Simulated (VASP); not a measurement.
Wanted: the native input for a VASP 6.6.1 run.

- Task: single point
- Functional: PBEsol
- Potentials or basis: VASP PAW PBE potentials, release 64 (Au)
- Cutoff: 520 eV
- k mesh: 16 × 14 × 10
- Occupations: gaussian, width 0.1 eV
- Spin: no spin polarisation
- Dipole correction: no
- Further INCAR settings: ALGO = Fast; EDIFF = 1e-06; NBANDS = 18

The structure of Au lies in POSCAR:

```
Au
1.0
    2.8774780345     -0.0178039575      0.3551730682
   -0.0287668755      2.8779212187      0.3802947335
   -0.4944496940     -0.5307661813      3.9792391540
Au
2
Direct
    0.2499998664      0.2500001208      0.7499998005
    0.7500001336      0.7499998792      0.2500001995
```

These files were run (other wordings do the same):

INCAR

```
SYSTEM = Au
PREC = Accurate
ENCUT = 520
EDIFF = 1E-6
ISMEAR = 0
SIGMA = 0.1
LREAL = .False.
LASPH = .True.
NELM = 60
ALGO = Fast
ISIF = 2
LWAVE = .False.
LCHARG = .False.
GGA = PS
NBANDS = 18
```

KPOINTS

```
Automatic mesh
0
Gamma
  16 14 10
  0 0 0
```

Potentials or basis: VASP PAW PBE potentials, release 64 (Au).

Command:

```bash
$ cat potpaw_PBE.64/Au/POTCAR > POTCAR
$ mpirun -np 1 vasp_std > vasp.out
```

Results of the run:

```
Pressure               : -0.2 GPa
Band gap on the k mesh : zero (bands 11 and 12 overlap by 7.28 eV)
```

Caveat: the PAW data sets were made with another functional, which shifts forces and pressure a little; spin-orbit coupling is left out, which moves the levels of the heavy elements.

Run time: 99 s on 1 thread of Intel(R) Xeon(R) 6975P-C (Granite Rapids) (shared host), peak memory 0.42 GiB.
